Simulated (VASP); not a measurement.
Set up this calculation in VASP 6.6.1, as the native input.

| Property | Result |
| --- | --- |
| Task | single point |
| Functional | PBE |
| Potentials or basis | VASP PAW PBE potentials, release 64 (Cs_sv, Cl) |
| Cutoff | 500 eV |
| k mesh | 6 × 6 × 6 |
| Occupations | gaussian, width 0.01 eV |
| Spin | no spin polarisation |
| Dipole correction | no |
| Further INCAR settings | ALGO = Normal; EDIFF = 1e-06; NBANDS = 15 |

The structure of CsCl lies in POSCAR:

```
CsCl
1.0
    4.1368323970      0.0000000000      0.0000000000
    0.0000000000      4.1368323970      0.0000000000
    0.0000000000      0.0000000000      4.1368323970
Cs Cl
1 1
Direct
    0.0000000000      0.0000000000      0.0000000000
    0.5000000000      0.5000000000      0.5000000000
```

One way to write it, as run:

INCAR

```
PREC = Accurate
ENCUT = 500
EDIFF = 1E-6
ISMEAR = 0
SIGMA = 0.01
LREAL = F
LASPH = T
NELM = 120
ALGO = Normal
ISIF = 2
LWAVE = F
LCHARG = T
GGA = PE
LELF = T
LVHAR = T
NBANDS = 15
GGA_COMPAT = F
```

KPOINTS

```
Automatic mesh
0
Gamma
  6 6 6
```

Potentials or basis: VASP PAW PBE potentials, release 64 (Cs_sv, Cl).

Run with:

```bash
$ cat potpaw_PBE.64/Cs_sv/POTCAR potpaw_PBE.64/Cl/POTCAR > POTCAR
$ mpirun -np 1 vasp_std > vasp.out
```

It gave:

* Pressure: 0.8 GPa
* Band gap on the k mesh: 5.21 eV

Caveat: spin-orbit coupling is left out, which moves the levels of the heavy elements.

It took 24 s on 1 thread of Intel Xeon 8259CL, with other jobs on the host, peak memory 0.17 GiB.
